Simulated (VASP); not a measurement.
Write the native input for VASP 6.6.1 that does the following.

| Property | Result |
| --- | --- |
| Task | single point |
| Functional | PBEsol |
| Potentials or basis | VASP PAW PBE potentials, release 64 (Al, Ga_d, N) |
| Cutoff | 520 eV |
| k mesh | 5 × 5 × 3 |
| Occupations | gaussian, width 0.05 eV |
| Spin | no spin polarisation |
| Dipole correction | no |
| Further INCAR settings | LREAL = Auto; ALGO = Normal; EDIFF = 1e-06; NBANDS = 56 |

The structure of Al3GaN4 lies in POSCAR:

```
Al3GaN4
1.0
    0.0000000000     -4.4069948432      0.0000000000
    0.0000000000      0.0000000000     -4.4069948432
   10.3139896863      0.0000000000      0.0000000000
Al Ga N
6 2 8
Direct
    0.5000000000      1.0000000000      0.0522994675
    0.5000000000      1.0000000000      0.4795826991
    0.0000000000      0.5000000000      0.0522994675
    0.0000000000      0.5000000000      0.4795826991
    0.5000000000      0.5000000000      0.2659410833
    0.5000000000      0.5000000000      0.6932243148
    0.0000000000      1.0000000000      0.2659410833
    0.0000000000      1.0000000000      0.6932243148
    0.2552922824      0.7447077176      0.1568589719
    0.2552922824      0.7447077176      0.5841422034
    0.7447077176      0.2552922824      0.1568589719
    0.7447077176      0.2552922824      0.5841422034
    0.2552922824      0.2552922824      0.8023064262
    0.2552922824      0.2552922824      0.3750231947
    0.7447077176      0.7447077176      0.8023064262
    0.7447077176      0.7447077176      0.3750231947
```

This cell differs from its parent crystal: the distance across one plane changed.

These files were run (other wordings do the same):

INCAR

```
SYSTEM = Al3GaN4
PREC = Accurate ; ENCUT = 520
EDIFF = 1E-6 ; ISMEAR = 0
SIGMA = 0.05 ; LREAL = Auto
LASPH = .TRUE. ; NELM = 60
ALGO = Normal ; ISIF = 2
LWAVE = .FALSE. ; LCHARG = .TRUE.
GGA = PS ; LELF = .TRUE.
LVHAR = .TRUE. ; NBANDS = 56
```

KPOINTS

```
regular mesh
0
G
  5 5 3
  0 0 0
```

Potentials or basis: VASP PAW PBE potentials, release 64 (Al, Ga_d, N).

The run is started by

```console
$ cat potpaw_PBE.64/Al/POTCAR potpaw_PBE.64/Ga_d/POTCAR potpaw_PBE.64/N/POTCAR > POTCAR
$ mpirun -np 1 vasp_std > vasp.out
```

Results of the run:

| Item | Value |
| --- | --- |
| Pressure | -4.7 GPa |
| Largest force | 2.145 eV/Å |
| Band gap on the k mesh | zero (bands 42 and 43 overlap by 0.88 eV) |

Caveat: the cell differs from its parent crystal (the distance across one plane changed); the stress differs along the axes, from -13 to -1 GPa; the PAW data sets were made with another functional, which shifts forces and pressure a little.

Wall time 3.9 min on 1 thread of AMD EPYC 9R45 96-Core Processor (Zen 5) (shared host), peak memory 0.34 GiB.
